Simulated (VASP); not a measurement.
# MnS (Fm-3m) in VASP: further runs

The runs below take MnS through single point, with PBE, BLYP+D4, revPBE.

Program: VASP 6.6.1. These are calculated values, not measurements. Logs are shortened: lines on timing, memory, paths and dates and some standing lists are left out, and cuts for length are marked.

**1. The cell of the first run**

Symmetry: Fm-3m, No. 225, cubic system. Conventional cell: a = 5.209 Å, b = 5.209 Å, c = 5.209 Å, α = 90.00°, β = 90.00°, γ = 90.00°. Mn (site symmetry m-3m) has 6 S at 2.60 Å within 3.4 Å. S (site symmetry m-3m) has 6 Mn at 2.60 Å within 3.4 Å.

**2. Single point, PBE, collinear spin, ferromagnetic start**

INCAR reads:

```
PREC = Accurate
ENCUT = 520
EDIFF = 1E-7
ISMEAR = 0
SIGMA = 0.02
LREAL = False
LASPH = True
NELM = 150
ALGO = Normal
ISIF = 2
LWAVE = False
LCHARG = False
ISPIN = 2
MAGMOM = 4 0
LORBIT = 11
LMAXMIX = 4
GGA = PE
NBANDS = 20
```

KPOINTS reads:

```
regular mesh
0
Gamma
  9 9 9
```

POSCAR reads:

```
MnS
1.0
    0.0000000000      2.6045000000      2.6045000000
    2.6045000000      0.0000000000      2.6045000000
    2.6045000000      2.6045000000      0.0000000000
Mn S
1 1
Direct
    0.0000000000      0.0000000000      0.0000000000
    0.5000000000      0.5000000000      0.5000000000
```

Potentials or basis: VASP PAW PBE potentials, release 64 (Mn_pv, S).

On the command line:

```bash
> cat potpaw_PBE.64/Mn_pv/POTCAR potpaw_PBE.64/S/POTCAR > POTCAR
> mpirun -np 1 vasp_std > vasp.out
```

OUTCAR:

```text
PREC = Accurate
   ENCUT = 520
   EDIFF = 1E-7
   ISMEAR = 0
   LREAL = False
   LASPH = True
   NELM = 150
   ISIF = 2
   ISPIN = 2
   LORBIT = 11
   GGA = PE

 ion  position               nearest neighbor table
   1  0.000  0.000  0.000-   2 2.60   2 2.60   2 2.60   2 2.60   2 2.60   2 2.60
   2  0.500  0.500  0.500-   1 2.60   1 2.60   1 2.60   1 2.60   1 2.60   1 2.60

  LATTYP: Found a face centered cubic cell.
 ALAT       =     5.2090000000

  Lattice vectors:

 A1 = (   0.0000000000,   2.6045000000,   2.6045000000)
 A2 = (   2.6045000000,   0.0000000000,   2.6045000000)
 A3 = (   2.6045000000,   2.6045000000,   0.0000000000)

Analysis of symmetry for initial positions (statically):
=====================================================================
 Subroutine PRICEL returns:
 Original cell was already a primitive cell.

 Routine SETGRP: Setting up the symmetry group for a
 face centered cubic supercell.

 Subroutine GETGRP returns: Found 48 space group operations
 (whereof 48 operations were pure point group operations)
 out of a pool of 48 trial point group operations.

The static configuration has the point symmetry O_h .

Analysis of symmetry for dynamics (positions and initial velocities):
=====================================================================
 Subroutine PRICEL returns:
 Original cell was already a primitive cell.

 Routine SETGRP: Setting up the symmetry group for a
 face centered cubic supercell.

 Subroutine GETGRP returns: Found 48 space group operations
 (whereof 48 operations were pure point group operations)
 out of a pool of 48 trial point group operations.

The dynamic configuration has the point symmetry O_h .

Analysis of structural, dynamic, and magnetic symmetry:
=====================================================================
 Subroutine PRICEL returns:
 Original cell was already a primitive cell.

 Routine SETGRP: Setting up the symmetry group for a
 face centered cubic supercell.

 Subroutine GETGRP returns: Found 48 space group operations
 (whereof 48 operations were pure point group operations)
 out of a pool of 48 trial point group operations.

The overall configuration has the point symmetry O_h .

 Subroutine INISYM returns: Found 48 space group operations
 (whereof 48 operations are pure point group operations),
 and found     1 'primitive' translations

----------------------------------------------------------------------------------------

                                     Primitive cell

  volume of cell :      35.3348

  direct lattice vectors                    reciprocal lattice vectors
     0.000000000  2.604500000  2.604500000    -0.191975427  0.191975427  0.191975427
     2.604500000  0.000000000  2.604500000     0.191975427 -0.191975427  0.191975427
     2.604500000  2.604500000  0.000000000     0.191975427  0.191975427 -0.191975427

  length of vectors
     3.683319223  3.683319223  3.683319223     0.332511194  0.332511194  0.332511194

  position of ions in fractional coordinates (direct lattice)
[... 8 lines left out ...]
----------------------------------------------------------------------------------------

 KPOINTS: regular mesh

Automatic generation of k-mesh.
 Grid dimensions read from file:
 generate k-points for:    9    9    9

 Generating k-lattice:

  Cartesian coordinates                     Fractional coordinates (reciprocal lattice)
    -0.021330603  0.021330603  0.021330603     0.111111111  0.000000000  0.000000000
     0.021330603 -0.021330603  0.021330603     0.000000000  0.111111111  0.000000000
     0.021330603  0.021330603 -0.021330603     0.000000000  0.000000000  0.111111111

  Length of vectors
     0.036945688  0.036945688  0.036945688

  Shift w.r.t. Gamma in fractional coordinates (k-lattice)
     0.000000000  0.000000000  0.000000000

 Subroutine IBZKPT returns following result:
 ===========================================

 Found     35 irreducible k-points:

 Following reciprocal coordinates:
            Coordinates               Weight
  0.000000  0.000000  0.000000      1.000000
  0.111111  0.000000  0.000000      8.000000
  0.222222  0.000000  0.000000      8.000000
  0.333333  0.000000  0.000000      8.000000
  0.444444  0.000000  0.000000      8.000000
  0.111111  0.111111  0.000000      6.000000
[... 16 lines left out ...]
 -0.333333  0.333333  0.000000     12.000000
  0.444444  0.444444  0.000000      6.000000
 [... further k-points ...]
   k-points           NKPTS =     35   k-points in BZ     NKDIM =     35   number of bands    NBANDS=     20
   number of dos      NEDOS =    301   number of ions     NIONS =      2
   total plane-waves  NPLWV =  21952
   dimension x,y,z NGX =    28 NGY =   28 NGZ =   28
   dimension x,y,z NGXF=    56 NGYF=   56 NGZF=   56
   ions per type =               1   1
   NGX,Y,Z   is equivalent  to a cutoff of  12.64, 12.64, 12.64 a.u.
   NGXF,Y,Z  is equivalent  to a cutoff of  25.28, 25.28, 25.28 a.u.
 SYSTEM =  unknown system
   PREC   = accura    normal or accurate (medium, high low for compatibility)
   ISTART =      0    job   : 0-new  1-cont  2-samecut
   ICHARG =      2    charge: 1-file 2-atom 10-const
   ISPIN  =      2    spin polarized calculation?
   LNONCOLLINEAR =      F non collinear calculations
   LSORBIT =      F    spin-orbit coupling
   LASPH  =      T    aspherical Exc in radial PAW
   ENCUT  =  520.0 eV  38.22 Ry    6.18 a.u.   6.85  6.85  6.85*2*pi/ulx,y,z
   NELM   =    150;   NELMIN=  2; NELMDL= -5     # of ELM steps
   EDIFF  = 0.1E-06   stopping-criterion for ELM
   LREAL  =      F    real-space projection
   EDIFFG = 0.1E-05   stopping-criterion for IOM
   NSW    =      0    number of steps for IOM
   IBRION =     -1    ionic relax: 0-MD 1-quasi-New 2-CG
   NFREE  =      0    steps in history (QN), initial steepest desc. (CG)
   ISIF   =      2    stress and relaxation
   ISYM   =      2    0-nonsym 1-usesym 2-fastsym
   POTIM  = 0.5000    time-step for ionic-motion
   TEBEG  =    0.0;   TEEND  =   0.0 temperature during run
   PSTRESS=    0.0 pullay stress
   NELECT =      19.0000    total number of electrons
   NUPDOWN=      -1.0000    fix difference up-down
   EMIN   =  10.00;   EMAX   =-10.00  energy-range for DOS
   EFERMI =   0.00;   METHOD = LEGACY
   ISMEAR =     0;   SIGMA  =   0.02  broadening in eV -4-tet -1-fermi 0-gaus
   EFERMI_NEDOS =   21; number of points for ismear=-14 and -15
   IALGO  =     38    algorithm
   IMIX   =      4    mixing-type and parameters
     AMIX     =   0.40;   BMIX     =  1.00
     AMIX_MAG =   1.60;   BMIX_MAG =  1.00
  volume/ion in A,a.u.               =      17.67       119.23
  Fermi-wavevector in a.u.,A,eV,Ry     =   1.331246  2.515690 24.112464  1.772216
  Thomas-Fermi vector in A             =   2.460272
   LORBIT       =     11    0 simple, 1 ext, 2 COOP (PROOUT), +10 PAW based schemes
   GGA     = PE    functional components
   LHFCALC =     F    Hartree Fock is set to
   AEXX    =    0.0000 exact exchange contribution
   IVDW    =     0    specifies the selected vdW correction
   LEPSILON=     F    determine dielectric tensor
   LRPA    =     F    only Hartree local field effects (RPA)
 spin polarized calculation
 Gauss-broadening in eV      SIGMA  =   0.02
  energy-cutoff  :      520.00
  volume of cell :       35.33
 maximum number of plane-waves:       963
   NGX = 13   NGY = 13   NGZ = 13

 number of electron      18.9999989 magnetization       4.7201116

 Free energy of the ion-electron system (eV)
  ---------------------------------------------------
  ext. energy  EPLUGINS =         0.00000000
  ---------------------------------------------------
  free energy    TOTEN  =       -14.06648691 eV

  energy without entropy =      -14.06623492  energy(sigma->0) =      -14.06636091

 E-fermi :   6.6274     XC(G=0): -10.6416

 val. band max:        6.6171168502   @ k =  -0.2222   0.1111   0.0000
 cond. band min:       6.6419740757   @ k =  -0.3333   0.2222   0.0000
 fundamental gap:      0.0248572255
 Fermi energy:         6.6273674402

 spin component 1

 k-point     1 :       0.0000    0.0000    0.0000
  band No.  band energies     occupation
      1     -44.0636      1.00000
      2     -44.0636      1.00000
      3     -44.0636      1.00000
      4      -7.9382      1.00000
      5       3.2529      1.00000
      6       3.2529      1.00000
[... 12 lines left out ...]
     19      18.4169      0.00000
     20      18.7965      0.00000
[... 507 lines left out ...]
 k-point    24 :       0.4444    0.4444    0.0000
  band No.  band energies     occupation
      1     -44.0707      1.00000
      2     -44.0666      1.00000
      3     -44.0666      1.00000
      4      -6.5217      1.00000
      5       0.7073      1.00000
      6       2.7517      1.00000
[... 12 lines left out ...]
     19      21.3186      0.00000
     20      21.3186      0.00000

 [... further k-points ...]

 spin component 2

 k-point     1 :       0.0000    0.0000    0.0000
  band No.  band energies     occupation
      1     -39.5284      1.00000
      2     -39.5284      1.00000
      3     -39.5284      1.00000
      4      -7.6410      1.00000
      5       4.9870      1.00000
      6       4.9870      1.00000
[... 12 lines left out ...]
     19      19.4547      0.00000
     20      20.5102      0.00000
[... 507 lines left out ...]
 k-point    24 :       0.4444    0.4444    0.0000
  band No.  band energies     occupation
      1     -39.5380      1.00000
      2     -39.5325      1.00000
      3     -39.5325      1.00000
      4      -6.2539      1.00000
      5       1.1261      1.00000
      6       3.4954      1.00000
[... 12 lines left out ...]
     19      21.7218      0.00000
     20      21.7218      0.00000

 [... further k-points ...]

------------------------ aborting loop because EDIFF is reached ----------------------------------------

  FORCE on cell =-STRESS in cart. coord.  units (eV):
  Direction    XX          YY          ZZ          XY          YZ          ZX
  --------------------------------------------------------------------------------------
  -------------------------------------------------------------------------------------
  Total       -0.6282869     -0.6282869     -0.6282869      0.0000000      0.0000000      0.0000000
  in kB      -28.4882338    -28.4882338    -28.4882338      0.0000000      0.0000000      0.0000000
  external PRESSURE =     -28.4882338 kB  Pullay stress =       0.0000000 kB

 VOLUME and BASIS-vectors are now :
 -----------------------------------------------------------------------------
  energy-cutoff  :      520.00
  volume of cell :       35.33
      direct lattice vectors                 reciprocal lattice vectors
     0.000000000  2.604500000  2.604500000    -0.191975427  0.191975427  0.191975427
     2.604500000  0.000000000  2.604500000     0.191975427 -0.191975427  0.191975427
     2.604500000  2.604500000  0.000000000     0.191975427  0.191975427 -0.191975427

 POSITION                                       TOTAL-FORCE (eV/Angst)
 -----------------------------------------------------------------------------------
      0.00000      0.00000      0.00000         0.000000     -0.000000      0.000000
      2.60450      2.60450      2.60450        -0.000000      0.000000     -0.000000
 -----------------------------------------------------------------------------------
    total drift:                               -0.000000      0.000000      0.000000

  FREE ENERGIE OF THE ION-ELECTRON SYSTEM (eV)
  ---------------------------------------------------
  free  energy   TOTEN  =       -14.0664869060 eV

  energy  without entropy=      -14.0662349172  energy(sigma->0) =      -14.06636091

 total charge

# of ion       s       p       d       tot
------------------------------------------
    1        0.215   6.162   4.928  11.305
    2        1.327   2.401   0.000   3.728
--------------------------------------------------
tot          1.542   8.563   4.928  15.033

 magnetization (x)

# of ion       s       p       d       tot
------------------------------------------
    1        0.052   0.039   4.171   4.261
    2        0.027   0.081   0.000   0.108
--------------------------------------------------
tot          0.078   0.120   4.171   4.370
```

It took 24 s on 1 thread of Intel Xeon 6975P-C (Granite Rapids), shared host; peak memory 0.18 GiB.

What came out:

```yaml
Free_energy: -14.0665 eV
Pressure: -2.8 GPa
Net_moment: 4.72 μB per cell
Site_moments: Mn +4.26; S +0.11 μB
Valence_electrons_inside_the_program's_atomic_spheres: Mn 11.30; S 3.73
```

Caveat: a cell with one magnetic atom can't hold antiferromagnetic order, which such compounds often take; semilocal functionals often make such compounds metallic where correlation or magnetic order opens a gap, which also shifts bond lengths.

(Part 1 of 2 ends here.)
